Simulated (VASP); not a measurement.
A run of VASP 6.6.1:

INCAR

```
SYSTEM = Hf
PREC     = Accurate       ! precision mode
ENCUT    = 600            ! plane-wave cutoff, eV
EDIFF    = 1E-7           ! SCF threshold, eV
ISMEAR   = -1             ! smearing method
SIGMA    = 0.05           ! smearing width, eV
LREAL    = .False.        ! projectors in reciprocal space
LASPH    = .True.         ! aspherical terms in the spheres
NELM     = 60             ! most SCF steps
ALGO     = Normal         ! electronic algorithm
ISIF     = 3              ! what is computed and relaxed
LWAVE    = .False.        ! write WAVECAR
LCHARG   = .False.        ! write CHGCAR
GGA      = PE             ! functional
IVDW     = 12             ! dispersion correction
IBRION   = 2              ! ionic algorithm
NSW      = 80             ! ionic steps
EDIFFG   = -0.02          ! ionic threshold
```

KPOINTS

```
regular mesh
0
Gamma
  10 10 5
  0 0 0
```

File POSCAR:

```
Hf
1.0
    3.1967000000      0.0000000000      0.0000000000
   -1.5983500000      2.7684234083      0.0000000000
    0.0000000000      0.0000000000      5.0578000000
Hf
2
Direct
    0.6666666667      0.3333333333      0.7500000000
    0.3333333333      0.6666666667      0.2500000000
```

Potentials or basis: VASP PAW PBE potentials, release 64 (Hf_pv).

Run with:

```sh
$ cat potpaw_PBE.64/Hf_pv/POTCAR > POTCAR
$ mpirun -np 1 vasp_std > vasp.out
```

Hardware: 1 thread of Intel(R) Xeon(R) 6975P-C (Granite Rapids), on a shared host.

Problem. How long does it take, and how much memory?

Solution. Run time: 30 s on 1 thread of Intel(R) Xeon(R) 6975P-C (Granite Rapids), with other jobs on the host, peak memory 0.21 GiB. Counts: scf iterations 30, k points 42, ion steps 3.
